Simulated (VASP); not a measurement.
# B (Im-3m) in VASP: further runs, part 2 of 2

VASP 6.6.1.

### Step 5. Single point, PBEsol (4.12 Å³/atom)

This run uses another cell than the first one, of 4.12 Å³/atom.

INCAR reads:

```
ALGO = Normal
EDIFF = 1E-6
ENCUT = 520
GGA = PS
ISIF = 2
ISMEAR = -1
LASPH = T
LCHARG = T
LELF = T
LREAL = F
LVHAR = T
LWAVE = F
NBANDS = 8
NELM = 100
PREC = Accurate
SIGMA = 0.08
```

KPOINTS reads:

```
k-points
0
Gamma
  25 25 25
```

POSCAR reads:

```
B
1.0
   -1.0100825356      1.0100825356      1.0100825356
    1.0100825356     -1.0100825356      1.0100825356
    1.0100825356      1.0100825356     -1.0100825356
B
1
Direct
    0.0000000000      0.0000000000      0.0000000000
```

Potentials or basis: VASP PAW PBE potentials, release 64 (B).

Run with:

```bash
$ cat potpaw_PBE.64/B/POTCAR > POTCAR
$ mpirun -np 1 vasp_std > vasp.out
```

OUTCAR:

```text
EDIFF = 1E-6
   ENCUT = 520
   GGA = PS
   ISIF = 2
   ISMEAR = -1
   LASPH = T
   LREAL = F
   NELM = 100
   PREC = Accurate

 ion  position               nearest neighbor table
   1  0.000  0.000  0.000-

  LATTYP: Found a body centered cubic cell.
 ALAT       =     2.0201650712

  Lattice vectors:

 A1 = (  -1.0100825356,   1.0100825356,   1.0100825356)
 A2 = (   1.0100825356,  -1.0100825356,   1.0100825356)
 A3 = (   1.0100825356,   1.0100825356,  -1.0100825356)

Analysis of symmetry for initial positions (statically):
=====================================================================
 Subroutine PRICEL returns:
 Original cell was already a primitive cell.

 Routine SETGRP: Setting up the symmetry group for a
 body centered cubic supercell.

 Subroutine GETGRP returns: Found 48 space group operations
 (whereof 48 operations were pure point group operations)
 out of a pool of 48 trial point group operations.

The static configuration has the point symmetry O_h .

Analysis of symmetry for dynamics (positions and initial velocities):
=====================================================================
 Subroutine PRICEL returns:
 Original cell was already a primitive cell.

 Routine SETGRP: Setting up the symmetry group for a
 body centered cubic supercell.

 Subroutine GETGRP returns: Found 48 space group operations
 (whereof 48 operations were pure point group operations)
 out of a pool of 48 trial point group operations.

The dynamic configuration has the point symmetry O_h .

 Subroutine INISYM returns: Found 48 space group operations
 (whereof 48 operations are pure point group operations),
 and found     1 'primitive' translations

----------------------------------------------------------------------------------------

                                     Primitive cell

  volume of cell :       4.1222

  direct lattice vectors                    reciprocal lattice vectors
[... 101 lines left out ...]
   EFERMI_NEDOS =   21; number of points for ismear=-14 and -15
   IALGO  =     38    algorithm
   IMIX   =      4    mixing-type and parameters
     AMIX     =   0.40;   BMIX     =  1.00
     AMIX_MAG =   1.60;   BMIX_MAG =  1.00
  volume/ion in A,a.u.               =       4.12        27.82
  Fermi-wavevector in a.u.,A,eV,Ry     =   1.472556  2.782727 29.503148  2.168420
  Thomas-Fermi vector in A             =   2.587556
   LORBIT       =      0    0 simple, 1 ext, 2 COOP (PROOUT), +10 PAW based schemes
   GGA     = PS    functional components
   LHFCALC =     F    Hartree Fock is set to
   AEXX    =    0.0000 exact exchange contribution
   IVDW    =     0    specifies the selected vdW correction
   LEPSILON=     F    determine dielectric tensor
   LRPA    =     F    only Hartree local field effects (RPA)
 non-spin polarized calculation
  energy-cutoff  :      520.00
  volume of cell :        4.12
 maximum number of plane-waves:       135
 NGX is ok and might be reduce to    14
   NGX =  7   NGY =  7   NGZ =  7

 number of electron       3.0000000 magnetization

 Free energy of the ion-electron system (eV)
  ---------------------------------------------------
  ext. energy  EPLUGINS =         0.00000000
  ---------------------------------------------------
  free energy    TOTEN  =        -4.53166462 eV

  energy without entropy =       -4.52962760  energy(sigma->0) =       -4.53064611

 E-fermi :  15.3960     XC(G=0): -14.6112

 val. band max:       15.3806704848   @ k =   0.2400   0.2000   0.2000
 cond. band min:      15.4056592462   @ k =   0.2400   0.1600   0.1600
 fundamental gap:      0.0249887614
 Fermi energy:        15.3959592186

 k-point     1 :       0.0000    0.0000    0.0000
  band No.  band energies     occupation
      1      -8.3610      2.00000
      2      37.5930      0.00000
      3      37.5930      0.00000
      4      37.5930      0.00000
      5      58.2262      0.00000
      6      58.2262      0.00000
      7      58.2262      0.00000
      8      62.6772      0.00000
[... 243 lines left out ...]
 k-point    24 :       0.4400    0.0400    0.0000
  band No.  band energies     occupation
      1       2.0099      2.00000
      2      11.5072      2.00000
      3      27.4978      0.00000
      4      32.2459      0.00000
      5      43.5241      0.00000
      6      50.3581      0.00000
      7      65.3402      0.00000
      8      70.5491      0.00000

 [... further k-points ...]
[... 5 lines left out ...]
  --------------------------------------------------------------------------------------
  -------------------------------------------------------------------------------------
  Total        4.9335650      4.9335650      4.9335650      0.0000000      0.0000000      0.0000000
  in kB     1917.5242184   1917.5242184   1917.5242184      0.0000000      0.0000000      0.0000000
  external PRESSURE =    1917.5242184 kB  Pullay stress =       0.0000000 kB

 VOLUME and BASIS-vectors are now :
 -----------------------------------------------------------------------------
  energy-cutoff  :      520.00
  volume of cell :        4.12
      direct lattice vectors                 reciprocal lattice vectors
    -1.010082536  1.010082536  1.010082536     0.000000000  0.495009054  0.495009054
     1.010082536 -1.010082536  1.010082536     0.495009054  0.000000000  0.495009054
     1.010082536  1.010082536 -1.010082536     0.495009054  0.495009054  0.000000000

 POSITION                                       TOTAL-FORCE (eV/Angst)
 -----------------------------------------------------------------------------------
      0.00000      0.00000      0.00000        -0.000000      0.000000      0.000000
 -----------------------------------------------------------------------------------
    total drift:                               -0.000000     -0.000000      0.000000

  FREE ENERGIE OF THE ION-ELECTRON SYSTEM (eV)
  ---------------------------------------------------
  free  energy   TOTEN  =        -4.5316646204 eV

  energy  without entropy=       -4.5296276001  energy(sigma->0) =       -4.53064611
```

It took 8 s on 1 thread of Intel Xeon Platinum 8259CL at 2.50GHz (Skylake/Cascade Lake), shared host; peak memory 0.12 GiB.

Results:

```
Free energy            : -4.5317 eV
Pressure               : 191.8 GPa
Band gap on the k mesh : zero (an odd number of electrons rules out a gap without spin polarisation)
```

Caveat: the cell stands under pressure; the PAW data sets were made with another functional, which shifts forces and pressure a little.

### Step 6. Single point, PBEsol (4.73 Å³/atom)

This run uses another cell than the first one, of 4.73 Å³/atom.

INCAR reads:

```
  PREC = Accurate
  ENCUT = 520
  EDIFF = 1E-6
  ISMEAR = -1
  SIGMA = 0.08
  LREAL = False
  LASPH = True
  NELM = 60
  ALGO = Normal
  ISIF = 2
  LWAVE = False
  LCHARG = True
  GGA = PS
  LELF = True
  LVHAR = True
  NBANDS = 8
```

KPOINTS reads:

```
Automatic mesh
0
Gamma
  25 25 25
```

POSCAR reads:

```
B
1.0
   -1.0573499738      1.0573499738      1.0573499738
    1.0573499738     -1.0573499738      1.0573499738
    1.0573499738      1.0573499738     -1.0573499738
B
1
Direct
    0.0000000000      0.0000000000      0.0000000000
```

Potentials or basis: VASP PAW PBE potentials, release 64 (B).

Run with:

```bash
$ cat potpaw_PBE.64/B/POTCAR > POTCAR
$ mpirun -np 1 vasp_std > vasp.out
```

OUTCAR:

```text
PREC = Accurate
   ENCUT = 520
   EDIFF = 1E-6
   ISMEAR = -1
   LREAL = False
   LASPH = True
   NELM = 60
   ISIF = 2
   GGA = PS

 ion  position               nearest neighbor table
   1  0.000  0.000  0.000-

  LATTYP: Found a body centered cubic cell.
 ALAT       =     2.1146999476

  Lattice vectors:

 A1 = (  -1.0573499738,   1.0573499738,   1.0573499738)
 A2 = (   1.0573499738,  -1.0573499738,   1.0573499738)
 A3 = (   1.0573499738,   1.0573499738,  -1.0573499738)

Analysis of symmetry for initial positions (statically):
=====================================================================
 Subroutine PRICEL returns:
 Original cell was already a primitive cell.

 Routine SETGRP: Setting up the symmetry group for a
 body centered cubic supercell.

 Subroutine GETGRP returns: Found 48 space group operations
 (whereof 48 operations were pure point group operations)
 out of a pool of 48 trial point group operations.

The static configuration has the point symmetry O_h .

Analysis of symmetry for dynamics (positions and initial velocities):
=====================================================================
 Subroutine PRICEL returns:
 Original cell was already a primitive cell.

 Routine SETGRP: Setting up the symmetry group for a
 body centered cubic supercell.

 Subroutine GETGRP returns: Found 48 space group operations
 (whereof 48 operations were pure point group operations)
 out of a pool of 48 trial point group operations.

The dynamic configuration has the point symmetry O_h .

 Subroutine INISYM returns: Found 48 space group operations
 (whereof 48 operations are pure point group operations),
 and found     1 'primitive' translations

[... 103 lines left out ...]
   NELECT =       3.0000    total number of electrons
   NUPDOWN=      -1.0000    fix difference up-down
   EMIN   =  10.00;   EMAX   =-10.00  energy-range for DOS
   EFERMI =   0.00;   METHOD = LEGACY
   ISMEAR =    -1;   SIGMA  =   0.08  broadening in eV -4-tet -1-fermi 0-gaus
   EFERMI_NEDOS =   21; number of points for ismear=-14 and -15
   IALGO  =     38    algorithm
   IMIX   =      4    mixing-type and parameters
     AMIX     =   0.40;   BMIX     =  1.00
     AMIX_MAG =   1.60;   BMIX_MAG =  1.00
  volume/ion in A,a.u.               =       4.73        31.91
  Fermi-wavevector in a.u.,A,eV,Ry     =   1.406727  2.658329 26.924309  1.978881
  Thomas-Fermi vector in A             =   2.529058
   LORBIT       =      0    0 simple, 1 ext, 2 COOP (PROOUT), +10 PAW based schemes
   GGA     = PS    functional components
   LHFCALC =     F    Hartree Fock is set to
   AEXX    =    0.0000 exact exchange contribution
   IVDW    =     0    specifies the selected vdW correction
   LEPSILON=     F    determine dielectric tensor
   LRPA    =     F    only Hartree local field effects (RPA)
 non-spin polarized calculation
  energy-cutoff  :      520.00
  volume of cell :        4.73
 maximum number of plane-waves:       140
 NGX is ok and might be reduce to    14
   NGX =  7   NGY =  7   NGZ =  7

 number of electron       3.0000000 magnetization

 Free energy of the ion-electron system (eV)
  ---------------------------------------------------
  ext. energy  EPLUGINS =         0.00000000
  ---------------------------------------------------
  free energy    TOTEN  =        -5.06238797 eV

  energy without entropy =       -5.05937837  energy(sigma->0) =       -5.06088317

 E-fermi :  13.4321     XC(G=0): -13.9911

 val. band max:       13.3996926972   @ k =  -0.3600   0.4400   0.1600
 cond. band min:      13.4408260198   @ k =  -0.4000   0.4000   0.2000
 fundamental gap:      0.0411333226
 Fermi energy:        13.4321352935

 k-point     1 :       0.0000    0.0000    0.0000
  band No.  band energies     occupation
      1      -8.5051      2.00000
      2      33.0673      0.00000
      3      33.0673      0.00000
      4      33.0673      0.00000
      5      52.8182      0.00000
      6      52.8182      0.00000
      7      52.8182      0.00000
      8      57.0367      0.00000
[... 243 lines left out ...]
 k-point    24 :       0.4400    0.0400    0.0000
  band No.  band energies     occupation
      1       1.3922      2.00000
      2       9.4960      2.00000
      3      24.1605      0.00000
      4      28.5587      0.00000
      5      39.4770      0.00000
      6      44.8630      0.00000
      7      59.1368      0.00000
      8      63.5197      0.00000

 [... further k-points ...]
[... 5 lines left out ...]
  --------------------------------------------------------------------------------------
  -------------------------------------------------------------------------------------
  Total        2.8523486      2.8523486      2.8523486      0.0000000      0.0000000     -0.0000000
  in kB      966.4890080    966.4890080    966.4890080      0.0000000      0.0000000     -0.0000000
  external PRESSURE =     966.4890080 kB  Pullay stress =       0.0000000 kB

 VOLUME and BASIS-vectors are now :
 -----------------------------------------------------------------------------
  energy-cutoff  :      520.00
  volume of cell :        4.73
      direct lattice vectors                 reciprocal lattice vectors
    -1.057349974  1.057349974  1.057349974     0.000000000  0.472880326  0.472880326
     1.057349974 -1.057349974  1.057349974     0.472880326  0.000000000  0.472880326
     1.057349974  1.057349974 -1.057349974     0.472880326  0.472880326  0.000000000

 POSITION                                       TOTAL-FORCE (eV/Angst)
 -----------------------------------------------------------------------------------
      0.00000      0.00000      0.00000         0.000000      0.000000     -0.000000
 -----------------------------------------------------------------------------------
    total drift:                               -0.000000      0.000000      0.000000

  FREE ENERGIE OF THE ION-ELECTRON SYSTEM (eV)
  ---------------------------------------------------
  free  energy   TOTEN  =        -5.0623879708 eV

  energy  without entropy=       -5.0593783717  energy(sigma->0) =       -5.06088317
```

OSZICAR:

```text
N       E                     dE             d eps       ncg     rms          rms(c)
DAV:   1    -0.311599925589E+01   -0.31160E+01   -0.17175E+03  8368   0.306E+02
DAV:   2    -0.507197118792E+01   -0.19560E+01   -0.18622E+01  9480   0.355E+01
DAV:   3    -0.507334533897E+01   -0.13742E-02   -0.13741E-02  8296   0.101E+00
DAV:   4    -0.507334536162E+01   -0.22647E-07   -0.23389E-07  9936   0.394E-03
DAV:   5    -0.507334536116E+01    0.46239E-09   -0.81541E-12  8248   0.150E-05    0.226E+00
DAV:   6    -0.506605136938E+01    0.72940E-02   -0.16365E-04  7696   0.104E-01    0.135E+00
DAV:   7    -0.506238765997E+01    0.36637E-02   -0.33684E-04  7568   0.152E-01    0.237E-02
DAV:   8    -0.506238797076E+01   -0.31079E-06   -0.21454E-07  8056   0.470E-03
   1 F= -.50623880E+01 E0= -.50608832E+01  d E =-.300960E-02
```

It took 9.1 s on 1 thread of Intel Xeon Platinum 8259CL at 2.50GHz (Skylake/Cascade Lake), shared host; peak memory 0.11 GiB.

What came out:

| Item | Value |
| --- | --- |
| Free energy | -5.0624 eV |
| Pressure | 96.6 GPa |
| Band gap on the k mesh | zero (an odd number of electrons rules out a gap without spin polarisation) |

Levels at points of the mesh, in eV from the Fermi level:
| k point | band 1 | band 2 | band 3 | band 4 | band 5 |
| --- | --- | --- | --- | --- | --- |
| (0.00, 0.00, 0.00) | -21.94 | 19.64 | 19.64 | 19.64 | 39.39 |

Caveat: the cell stands under pressure; the PAW data sets were made with another functional, which shifts forces and pressure a little.

### Step 7. Summary

| cell | gap on the mesh (eV) | pressure (GPa) |
| --- | --- | --- |
| a = 1.659 Å, angles 109.5°, 1 atom | none | 358.3 |
| a = 1.750 Å, angles 109.5°, 1 atom | none | 191.8 |
| a = 1.831 Å, angles 109.5°, 1 atom | none | 96.6 |

Alike in all rows: task single point; level PBEsol; potentials or basis VASP PAW PBE potentials, release 64 (B); no spin polarisation; k mesh 25 × 25 × 25; cutoff (eV) 520; smearing fermi-dirac 0.08 eV.

Caveats: the cell stands under pressure; the PAW data sets were made with another functional, which shifts forces and pressure a little.

Total energies depend on the potentials used, so only differences within one code and one set of settings carry meaning.
